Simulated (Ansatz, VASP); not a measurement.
One calculation of TiN, two programs

```
CELL_PARAMETERS angstrom
0.00000 2.11490 2.11490
2.11490 0.00000 2.11490
2.11490 2.11490 0.00000
ATOMIC_POSITIONS crystal
Ti 0.00000 0.00000 0.00000
N 0.50000 0.50000 0.50000
```

Change from the starting cell: volume scaled by 0.99, PAW files.

Alike in both runs: task electric field gradients; functional PBEsol; k mesh 17 × 17 × 17; occupations fermi-dirac, width 0.05 eV; no spin polarisation.

```csv
,VASP,Ansatz
version,VASP 6.6.1,Ansatz 0.2.0
potentials or method,"VASP PAW PBE potentials, release 64 (Ti_sv, N)","PAW with Ansatz's default frozen-core files, scalar-relativistic"
plane-wave cutoff (eV),520,420
valence electrons in the cell,17,17
```

Ansatz gave:

- pressure (GPa): -5.3

Which values does VASP return?

Pressure (GPa): -4.8.

VASP's potentials were made for PBE, not for PBEsol.
